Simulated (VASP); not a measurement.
The system is BaTe.

```xyz
2
Lattice="0.0000 3.5324 3.5324 3.5324 0.0000 3.5324 3.5324 3.5324 0.0000" Properties=species:S:1:pos:R:3 pbc="T T T"
Ba    0.0000    0.0000    0.0000
Te    3.5324    3.5324    3.5324
```

Base run:

* Program: VASP 6.6.1
* Functional: PBE0
* Potentials or basis: VASP PAW PBE potentials, release 64 (Ba_sv, Te)
* Cutoff: 520 eV
* k mesh: 4 × 4 × 4
* Occupations: gaussian, width 0.01 eV
* Spin: no spin polarisation

Its results: band gap on the k mesh 2.98 eV (least direct gap 3.42 eV); pressure -0.1 GPa.

**Question.** The run is repeated on the same cell with these changes: functional from PBE0 to r2SCAN0. What comes out?

**Answer.** Band gap on the k mesh 3.20 eV (least direct gap 3.64 eV); pressure 0.0 GPa.

Caveats: the PAW data sets were made with another functional, which shifts forces and pressure a little; spin-orbit coupling is left out, which moves the levels of the heavy elements.

A k mesh can miss the band edges.
